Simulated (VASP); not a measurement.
Input of a VASP 6.6.1 run:

File INCAR:

```
SYSTEM = Ti12N12O
PREC     = Accurate       ! precision mode
ENCUT    = 520            ! plane-wave cutoff, eV
EDIFF    = 1E-6           ! SCF threshold, eV
ISMEAR   = 0              ! smearing method
SIGMA    = 0.1            ! smearing width, eV
LREAL    = Auto         
LASPH    = .True.         ! aspherical terms in the spheres
NELM     = 60             ! most SCF steps
ALGO     = Normal         ! electronic algorithm
ISIF     = 2              ! what is computed and relaxed
LWAVE    = .False.        ! write WAVECAR
LCHARG   = .False.        ! write CHGCAR
LDIPOL   = .True.       
IDIPOL   = 3            
DIPOL    = 0.5 0.5 0.292
GGA      = PE             ! functional
IVDW     = 12             ! dispersion correction
NBANDS   = 123            ! bands
```

KPOINTS

```
regular mesh
0
Gamma
  5 5 1
  0 0 0
```

POSCAR

```
Ti12N12O
1.0
    5.9473589866      0.0000000000      0.0000000000
    0.0000000000      5.9473589866      0.0000000000
    0.0000000000      0.0000000000     21.5533569335
Ti N O
12 12 1
Direct
    0.2500000000      0.2500000000      0.1855859397
    0.2500000000      0.7500000000      0.1855859397
    0.7500000000      0.2500000000      0.1855859397
    0.7500000000      0.7500000000      0.1855859397
    0.0000000000      0.0000000000      0.2814770362
    0.0000000000      0.5000000000      0.2814770362
    0.5000000000      0.0000000000      0.2814770362
    0.5000000000      0.5000000000      0.2814770362
    0.2500000000      0.2500000000      0.3733135280
    0.2500000000      0.7500000000      0.3733135280
    0.7500000000      0.2500000000      0.3733135280
    0.7500000000      0.7500000000      0.3733135280
    0.0000000000      0.0000000000      0.1855859397
    0.0000000000      0.5000000000      0.1855859397
    0.5000000000      0.0000000000      0.1855859397
    0.5000000000      0.5000000000      0.1855859397
    0.2500000000      0.2500000000      0.2799709833
    0.2500000000      0.7500000000      0.2799709833
    0.7500000000      0.2500000000      0.2799709833
    0.7500000000      0.7500000000      0.2799709833
    0.0000000000      0.0000000000      0.3829267505
    0.0000000000      0.5000000000      0.3829267505
    0.5000000000      0.0000000000      0.3829267505
    0.5000000000      0.5000000000      0.3829267505
    0.0000000000      0.1666666667      0.5360351508
```

Potentials or basis: VASP PAW PBE potentials, release 64 (Ti_sv, N, O).

Launch:

```console
$ cat potpaw_PBE.64/Ti_sv/POTCAR potpaw_PBE.64/N/POTCAR potpaw_PBE.64/O/POTCAR > POTCAR
$ mpirun -np 1 vasp_std > vasp.out
```

Q: Predict the band gap on the k mesh.

A: Zero (bands 105 and 106 overlap by 0.32 eV).

Q: Estimate the dispersion energy per atom.

A: -0.309 eV.

Q: Estimate the largest force.

A: 1.864 eV/Å.

Forces on the atoms (eV/Å):
```
Ti  -0.006  0.000  1.766
Ti  -0.002  0.001  1.823
Ti   0.006  0.000  1.766
Ti   0.002  0.001  1.823
Ti   0.000 -0.025 -0.003
Ti   0.000  0.020  0.014
Ti   0.000  0.006  0.017
Ti   0.000 -0.007  0.027
Ti  -0.183 -0.066  1.055
Ti  -0.086  0.055  0.672
Ti   0.183 -0.066  1.055
Ti   0.086  0.055  0.672
N    0.000 -0.010 -1.826
N    0.000  0.008 -1.837
N    0.000  0.006 -1.846
N    0.000 -0.006 -1.864
N    0.007  0.000 -0.070
N   -0.009  0.002 -0.068
N   -0.007  0.000 -0.070
N    0.009  0.002 -0.068
N    0.000 -0.074 -0.674
N    0.000  0.060 -0.587
N    0.000 -0.026 -0.506
N    0.000  0.025 -0.474
O    0.000  0.043 -0.796
```
